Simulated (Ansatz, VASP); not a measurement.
## Ta in VASP and in Ansatz

File INCAR:

```
ALGO     = Fast           # electronic algorithm
EDIFF    = 1E-6           # SCF threshold, eV
ENCUT    = 520            # plane-wave cutoff, eV
GGA      = PS             # functional
ISIF     = 2              # what is computed and relaxed
ISMEAR   = 0              # smearing method
LASPH    = T              # aspherical terms in the spheres
LCHARG   = F              # write CHGCAR
LREAL    = F              # projectors in reciprocal space
LWAVE    = F              # write WAVECAR
NBANDS   = 18             # bands
NELM     = 80             # most SCF steps
PREC     = Accurate       # precision mode
SIGMA    = 0.15           # smearing width, eV
```

The input KPOINTS:

```
k-points
0
Gamma
  18 18 10
```

The input POSCAR:

```
Ta
1.0
    2.9003720726      0.0000000000      0.0000000000
   -1.4501860363      2.5117958953      0.0000000000
    0.0000000000      0.0000000000      5.1662740000
Ta
2
Direct
    0.5890904129      0.3333333333      0.7500000000
    0.3333333333      0.6666666667      0.2500000000
```

Input for Ansatz:

```yaml
crystal:
  lattice:
    - [2.9003720726, 0.0, 0.0]
    - [-1.4501860363, 2.5117958953, 0.0]
    - [0.0, 0.0, 5.166274]
  atoms:
    - { symbol: Ta, position: [0.5890904129, 0.3333333333, 0.75] }
    - { symbol: Ta, position: [0.3333333333, 0.6666666667, 0.25] }
basis:
  ecutwfc: 420
kpoints:
  mp_grid: { grid: [18, 18, 10] }
hamiltonian:
  xc: pbesol
scf:
  occupations: { method: gaussian, width: 0.15 }
output:
  forces: true
  stress: true
  eigenvalues: true
```

Alike in both runs: task single point; functional PBEsol; k mesh 18 × 18 × 10; occupations gaussian, width 0.15 eV; no spin polarisation.

|  | VASP | Ansatz |
| --- | --- | --- |
| version | VASP 6.6.1 | Ansatz 0.2.0 |
| potentials or method | VASP PAW PBE potentials, release 64 (Ta_pv), cutoff 520 eV | scalar-relativistic, plane waves, PAW |
| valence electrons in the cell | 22 | 26 |

|  | VASP | Ansatz | Ansatz less VASP |
| --- | --- | --- | --- |
| gap on the k mesh at the Fermi level (eV) | none | none | - |
| pressure (GPa) | -7.0 | -7.1 | -0.08 |
| traceless stress, the component that is largest in VASP (GPa) | -4.10 | -4.12 | -0.018 |
| rms of the force components (eV/Å) | 0.152 | 0.152 | -0.0002 |

VASP's potentials were made for PBE, not for PBEsol. Atom by atom the forces differ by 0.000 eV/Å (rms over components). A gap of «none» marks a metal or a gap that the smearing closes. With one functional, cell and mesh, what is left measures potentials, basis and numerics. VASP's potentials hold 22 valence electrons a cell and Ansatz's 26, so a difference there can come from the potentials and not from the codes.

Spin-orbit coupling is off throughout.
